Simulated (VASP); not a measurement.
Crystal: LaNb.

```
CELL_PARAMETERS angstrom
0.00000 3.79622 0.00000
3.79622 0.00000 0.00000
1.89811 1.89811 -6.42290
ATOMIC_POSITIONS crystal
La 0.41600 0.41600 0.16800
La 0.16600 0.66600 0.66800
Nb 0.00000 0.00000 0.00000
Nb 0.75000 0.25000 0.50000
```

Base run:

| Quantity | Value |
| --- | --- |
| Program | VASP 6.6.1 |
| Functional | r2SCAN |
| Potentials or basis | VASP PAW PBE potentials, release 64 (La, Nb_sv) |
| Cutoff | 520 eV |
| k mesh | 5 × 5 × 5 |
| Occupations | fermi-dirac, width 0.1 eV |
| Spin | no spin polarisation |
| Hubbard terms | Nb d U = 6.0 eV |

Its results: band gap on the k mesh zero (bands 24 and 25 overlap by 1.57 eV); pressure 15.1 GPa; largest force 0.023 eV/Å.

Task: The run is repeated on the same cell with these changes: hubbard terms from Nb d U = 6.0 eV to none. What comes out?

Result: Band gap on the k mesh zero (bands 24 and 25 overlap by 1.58 eV); pressure 8.6 GPa; largest force 0.090 eV/Å.

Caveats: the PAW data sets were made with another functional, which shifts forces and pressure a little; spin-orbit coupling is left out, which moves the levels of the heavy elements; the stress differs along the axes, from 6 to 19 GPa (at least some runs); U without spin polarisation on a metal has little footing (at least some runs); the U is typed as a test and isn't derived for this compound (at least some runs); the stress differs along the axes, from 2 to 12 GPa (at least some runs).
